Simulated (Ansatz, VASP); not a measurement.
## GaB8: VASP beside Ansatz

```xyz
9
Lattice="2.6832 -3.5404 0.0000 2.6832 3.5404 0.0000 0.0000 0.0000 3.9745" Properties=species:S:1:pos:R:3 pbc="T T T"
Ga    2.6832    0.0000    0.0000
B     0.7289    0.0000    1.9873
B     4.6375    0.0000    1.9873
B     2.6832    0.7137    1.9873
B     2.6832   -0.7137    1.9873
B     1.5798    1.2176    1.9873
B     3.7867   -1.2176    1.9873
B     1.5798   -1.2176    1.9873
B     3.7867    1.2176    1.9873
```

Alike in both runs: task single point; functional PBE; k mesh 4 × 4 × 4; occupations gaussian, width 0.1 eV; no spin polarisation.

|  | VASP | Ansatz |
| --- | --- | --- |
| version | VASP 6.6.1 | Ansatz 0.2.0 |
| potentials or method | VASP PAW PBE potentials, release 64 (Ga_d, B), cutoff 520 eV | scalar-relativistic, plane waves, PAW |
| valence electrons in the cell | 37 | 37 |

|  | VASP | Ansatz | Ansatz less VASP |
| --- | --- | --- | --- |
| gap on the k mesh at the Fermi level (eV) | none | none | - |
| rms of the force components (eV/Å) | 3.979 | 3.936 | -0.0434 |

Atom by atom the forces differ by 0.045 eV/Å (rms over components). A gap of «none» marks a metal or a gap that the smearing closes.

The k mesh is coarse, so the values compare programs but aren't converged.
